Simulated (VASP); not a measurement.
A run of VASP 6.6.1:

Contents of INCAR:

```
SYSTEM = ScAl3N3
PREC = Accurate ; ENCUT = 600
EDIFF = 1E-6 ; ISMEAR = 0
SIGMA = 0.1 ; LREAL = .False.
LASPH = .True. ; NELM = 120
ALGO = Normal ; ISIF = 2
LWAVE = .False. ; LCHARG = .False.
GGA = PE ; NBANDS = 26
GGA_COMPAT = .False.
```

Contents of KPOINTS:

```
regular mesh
0
Gamma
  6 6 6
  0 0 0
```

POSCAR

```
ScAl3N3
1.0
   -2.1706986596      2.1706986596      3.9640617258
    2.1706986596     -2.1706986596      3.9640617258
    2.1706986596      2.1706986596     -3.9640617258
Sc Al N
1 3 3
Direct
    0.6979946270      0.6979946270      0.0000000000
    0.9605904050      0.4605904050      0.5000000000
    0.4605904050      0.9605904050      0.5000000000
    0.2191310447      0.2191310447      0.0000000000
    0.9759027996      0.9759027996      0.0000000000
    0.7127330693      0.2127330693      0.5000000000
    0.2127330693      0.7127330693      0.5000000000
```

Potentials or basis: VASP PAW PBE potentials, release 64 (Sc_sv, Al, N).

Launch:

```bash
$ cat potpaw_PBE.64/Sc_sv/POTCAR potpaw_PBE.64/Al/POTCAR potpaw_PBE.64/N/POTCAR > POTCAR
$ mpirun -np 1 vasp_std > vasp.out
```

Hardware: 1 thread of Intel Xeon 8259CL, on a shared host.

Estimate the wall time of this run.

Run time: 2.1 min on 1 thread of Intel Xeon 8259CL (shared host), peak memory 0.28 GiB. Counts: scf iterations 14, k points 30.
